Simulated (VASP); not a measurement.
Wanted: the native input for a VASP 6.6.1 run.

* Task: single point
* Functional: BLYP
* Potentials or basis: VASP PAW PBE potentials, release 64 (Ni, Si)
* Cutoff: 520 eV
* k mesh: 9 × 8 × 6
* Occupations: fermi-dirac, width 0.05 eV
* Spin: collinear spin, ferromagnetic start
* Starting moments: [1.0, 1.0, 0.0, 0.0] μB
* Dipole correction: no
* Further INCAR settings: ALGO = Normal; EDIFF = 1e-06; NBANDS = 26

The structure of SiNi lies in POSCAR:

```
SiNi
1.0
    2.9029986135      0.0000000000      0.0000000000
    0.0000000000      3.2359913818      0.0000000000
    0.0000000000      0.0000000000      4.6142302706
Ni Si
2 2
Direct
    0.5000000000      0.5000000000      0.3424955900
    0.0000000000      0.0000000000      0.6575044100
    0.5000000000      0.5000000000      0.8431431600
    0.0000000000      0.0000000000      0.1568568400
```

The input as run:

INCAR

```
SYSTEM = SiNi
PREC = Accurate ; ENCUT = 520
EDIFF = 1E-6 ; ISMEAR = -1
SIGMA = 0.05 ; LREAL = .False.
LASPH = .True. ; NELM = 150
ALGO = Normal ; ISIF = 2
LWAVE = .False. ; LCHARG = .True.
ISPIN = 2 ; MAGMOM = 1 1 0 0
LORBIT = 11 ; LMAXMIX = 4
GGA = B5 ; ALDAX = 1.0
AGGAX = 1.0 ; AGGAC = 1.0
ALDAC = 0.0 ; LELF = .True.
LVHAR = .True. ; NBANDS = 26
```

KPOINTS

```
regular mesh
0
Gamma
  9 8 6
  0 0 0
```

Potentials or basis: VASP PAW PBE potentials, release 64 (Ni, Si).

The run is started by

```sh
$ cat potpaw_PBE.64/Ni/POTCAR potpaw_PBE.64/Si/POTCAR > POTCAR
$ mpirun -np 1 vasp_std > vasp.out
```

Results of the run:

* Pressure: 26.2 GPa
* Largest force: 0.050 eV/Å
* Band gap on the k mesh: zero (filled and empty bands overlap)
* Net moment: 0.00 μB per cell
* Valence electrons inside the program's atomic spheres: Ni 9.72; Si 1.67

Caveat: the PAW data sets were made with another functional, which shifts forces and pressure a little.

Wall time 2.5 min on 1 thread of AMD EPYC 9R14 (Zen 4), on a shared host, peak memory 0.25 GiB.
